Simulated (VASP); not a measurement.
# Si (Fd-3m) in VASP: notebook, part 2 of 2

VASP 6.6.1.

### 3 Single point, LDA

This run uses another cell than the first one: it holds 4 atoms, not 2.

Input file INCAR:

```
SYSTEM = Si
PREC = Accurate
ENCUT = 520
EDIFF = 1E-7
ISMEAR = -1
SIGMA = 0.02
LREAL = .FALSE.
LASPH = .TRUE.
NELM = 60
ALGO = Normal
ISIF = 2
LWAVE = .FALSE.
LCHARG = .FALSE.
NBANDS = 16
```

Input file KPOINTS:

```
regular mesh
0
G
  7 5 7
  0 0 0
```

Input file POSCAR:

```
Si
1.0
   -2.7009664875      2.7009664875      0.0000000000
    0.0000000000      0.0000000000      5.4019329750
    2.7009664875      2.7009664875      0.0000000000
Si
4
Direct
    0.5000000000      0.3750000000      0.2500000000
    0.0000000000      0.8750000000      0.7500000000
    0.0000000000      0.1250000000      0.2500000000
    0.5000000000      0.6250000000      0.7500000000
```

Potentials or basis: VASP PAW LDA potentials, release 64 (Si).

Started as:

```sh
> cat potpaw_LDA.64/Si/POTCAR > POTCAR
> mpirun -np 1 vasp_std > vasp.out
```

OUTCAR:

```text
SYSTEM = Si
   PREC = Accurate
   ENCUT = 520
   EDIFF = 1E-7
   ISMEAR = -1
   LREAL = .FALSE.
   LASPH = .TRUE.
   NELM = 60
   ISIF = 2

 ion  position               nearest neighbor table
   1  0.500  0.375  0.250-   3 2.34   4 2.34   4 2.34   3 2.34
   2  0.000  0.875  0.750-   3 2.34   4 2.34   3 2.34   4 2.34
   3  0.000  0.125  0.250-   1 2.34   2 2.34   2 2.34   1 2.34
   4  0.500  0.625  0.750-   1 2.34   2 2.34   1 2.34   2 2.34

  LATTYP: Found a simple tetragonal cell.
 ALAT       =     3.8197434381
 C/A-ratio  =     1.4142135624

  Lattice vectors:

 A1 = (   2.7009664875,  -2.7009664875,   0.0000000000)
 A2 = (   2.7009664875,   2.7009664875,   0.0000000000)
 A3 = (   0.0000000000,   0.0000000000,   5.4019329750)

Analysis of symmetry for initial positions (statically):
=====================================================================
 Subroutine PRICEL returns following result:

  LATTYP: Found a face centered cubic cell.
 ALAT       =     5.4019329750

  Lattice vectors:

 A1 = (   2.7009664875,   0.0000000000,   2.7009664875)
[... 186 lines left out ...]

 val. band max:        5.9347083618   @ k =   0.0000   0.0000   0.0000
 cond. band min:       6.3755109609   @ k =   0.4286   0.0000   0.4286
 fundamental gap:      0.4408025991
 Fermi energy:         6.1497959058

 k-point     1 :       0.0000    0.0000    0.0000
  band No.  band energies     occupation
      1      -6.1324      2.00000
      2      -1.9307      2.00000
      3      -1.9307      2.00000
      4       3.0399      2.00000
      5       3.0399      2.00000
      6       5.9343      1.99996
[... 433 lines left out ...]
      3      -1.0493      2.00000
      4       1.3504      2.00000
      5       1.5069      2.00000
      6       3.1105      2.00000
[... 8 lines left out ...]
     15      11.8209      0.00000
     16      12.1925      0.00000

 [... further k-points ...]

------------------------ aborting loop because EDIFF is reached ----------------------------------------

  FORCE on cell =-STRESS in cart. coord.  units (eV):
  Direction    XX          YY          ZZ          XY          YZ          ZX
  --------------------------------------------------------------------------------------
  -------------------------------------------------------------------------------------
  Total        0.0494163      0.0494163     -0.0144129      0.0000000     -0.0000000      0.0000000
  in kB        1.0045309      1.0045309     -0.2929844      0.0000000     -0.0000000      0.0000000
  external PRESSURE =       0.5720258 kB  Pullay stress =       0.0000000 kB

 VOLUME and BASIS-vectors are now :
 -----------------------------------------------------------------------------
  energy-cutoff  :      520.00
  volume of cell :       78.82
      direct lattice vectors                 reciprocal lattice vectors
    -2.700966488  2.700966488  0.000000000    -0.185118920  0.185118920  0.000000000
     0.000000000  0.000000000  5.401932975     0.000000000  0.000000000  0.185118920
     2.700966488  2.700966488  0.000000000     0.185118920  0.185118920  0.000000000

 POSITION                                       TOTAL-FORCE (eV/Angst)
 -----------------------------------------------------------------------------------
     -0.67524      2.02572      2.02572        -0.000000     -0.000000      0.000000
      2.02572      2.02572      4.72669         0.000000      0.000000     -0.000000
      0.67524      0.67524      0.67524        -0.000000      0.000000     -0.000000
      0.67524      3.37621      3.37621         0.000000     -0.000000      0.000000
 -----------------------------------------------------------------------------------
    total drift:                               -0.000000     -0.000000      0.000000

  FREE ENERGIE OF THE ION-ELECTRON SYSTEM (eV)
  ---------------------------------------------------
  free  energy   TOTEN  =       -23.8326493521 eV

  energy  without entropy=      -23.8326490950  energy(sigma->0) =      -23.83264922
```

Wall time 31 s (1 thread of Intel Xeon 8259CL, shared host); peak memory 0.16 GiB.

What came out:

| Item | Value |
| --- | --- |
| Free energy | -23.8326 eV |
| Pressure | 0.1 GPa |
| Band gap on the k mesh | 0.44 eV |

Caveat: an odd mesh through Γ misses points on the zone boundary, where band edges can lie.

### 4 Single point, LDA

This run uses another cell than the first one: it holds 4 atoms, not 2.

Input file INCAR:

```
PREC     = Accurate       # precision mode
ENCUT    = 520            # plane-wave cutoff, eV
EDIFF    = 1E-6           # SCF threshold, eV
ISMEAR   = -1             # smearing method
SIGMA    = 0.02           # smearing width, eV
LREAL    = False          # projectors in reciprocal space
LASPH    = True           # aspherical terms in the spheres
NELM     = 100            # most SCF steps
ALGO     = Normal         # electronic algorithm
ISIF     = 2              # what is computed and relaxed
LWAVE    = False          # write WAVECAR
LCHARG   = False          # write CHGCAR
NBANDS   = 16             # bands
```

Input file KPOINTS:

```
Automatic mesh
0
Gamma
  7 5 7
```

POSCAR is that of step 3.

Started as:

```sh
> cat potpaw_LDA.64/Si/POTCAR > POTCAR
> mpirun -np 1 vasp_std > vasp.out
```

Wall time 34 s (1 thread of Intel Xeon 8259CL, shared host); peak memory 0.16 GiB.

It converged, with:

```yaml
Free_energy: -23.8326 eV
Pressure: 0.1 GPa
Band_gap_on_the_k_mesh: 0.44 eV
```

Levels at points of the mesh, in eV from the valence-band top:
| k point | band 6 | band 7 | band 8 | band 9 | band 10 | band 11 |
| --- | --- | --- | --- | --- | --- | --- |
| (0.00, 0.00, 0.00) | 0.00 | 0.00 | 0.00 | 0.57 | 0.57 | 2.53 |

Caveat: an odd mesh through Γ misses points on the zone boundary, where band edges can lie.

### 5 Relaxation of cell and atoms, LDA

This run uses another cell than the first one, of 20.03 Å³/atom.

Input file INCAR:

```
SYSTEM = Si
ALGO = Normal
EDIFF = 1E-7
EDIFFG = -0.005
ENCUT = 600
GGA = CA
IBRION = 2
ISIF = 3
ISMEAR = -1
LASPH = .True.
LCHARG = .False.
LREAL = .False.
LWAVE = .False.
NELM = 80
NSW = 60
PREC = Accurate
SIGMA = 0.02
```

Input file KPOINTS:

```
k-points
0
Gamma
  11 11 11
  0 0 0
```

Input file POSCAR:

```
Si
1.0
    0.0000000000      2.7157741474      2.7157741474
    2.7157741474      0.0000000000      2.7157741474
    2.7157741474      2.7157741474      0.0000000000
Si
2
Direct
   -0.1250000000     -0.1250000000     -0.1250000000
    0.1250000000      0.1250000000      0.1250000000
```

Started as:

```sh
> cat potpaw_LDA.64/Si/POTCAR > POTCAR
> mpirun -np 1 vasp_std > vasp.out
```

It took 40 s on 1 thread of Intel Xeon 8259CL, shared host; peak memory 0.15 GiB.

It converged, with:

| Quantity | Value |
| --- | --- |
| Free energy | -11.9198 eV |
| Relaxed volume | 19.72 Å³/atom |
| Relaxed cell | a = 3.820 Å, b = 3.820 Å, c = 3.820 Å, α = 60.00°, β = 60.00°, γ = 60.00° |
| Space group after relaxing (to 0.1 Å) | Fd-3m (No. 227) |
| Energy gained by relaxing | 1.5 meV/atom |
| Ionic steps | 3 |
| Pressure after relaxing | 0.0 GPa |
| Band gap on the k mesh | 0.46 eV (least direct gap 2.53 eV) |

Step by step:
```tsv
step	energy change (eV)	largest force (eV/Å)	pressure (GPa)	volume (Å³)
1	0.0000	0.0000	-1.48	40.06
2	-0.0015	0.0000	1.09	39.00
3	-0.0029	0.0000	0.00	39.43
```

Final structure:
```
Si
1.0
     0.00000    2.70149    2.70149
     2.70149    0.00000    2.70149
     2.70149    2.70149    0.00000
Si
2
Direct
  0.87500 0.87500 0.87500
  0.12500 0.12500 0.12500
```

Levels at points of the mesh, in eV from the valence-band top:
```tsv
k point	band 1	band 2	band 3	band 4	band 5	band 6	band 7	band 8
(0.00, 0.00, 0.00)	-12.06	0.00	0.00	0.00	2.53	2.53	2.53	3.39
```

Caveat: an odd mesh through Γ misses points on the zone boundary, where band edges can lie.

### 6 Summary

```tsv
task	cell	k mesh	cutoff (eV)	gap on the mesh (eV)	pressure (GPa)
single point	a = 3.820 Å, angles 60.0°, 2 atoms, atomic positions A	11 × 11 × 11	520	0.46	0.0
single point	a = 3.820, b = 5.402 Å, 4 atoms, atomic positions B	7 × 5 × 7	520	0.44	0.1
relaxation of cell and atoms	relaxed from a = 3.841 Å, angles 60.0°, 2 atoms, atomic positions A	11 × 11 × 11	600	0.46	0.0
```

Alike in all rows: level LDA; potentials or basis VASP PAW LDA potentials, release 64 (Si); no spin polarisation; smearing fermi-dirac 0.02 eV.

Caveats: an odd mesh through Γ misses points on the zone boundary, where band edges can lie.

Absolute energies hang on the potentials; compare differences alone.
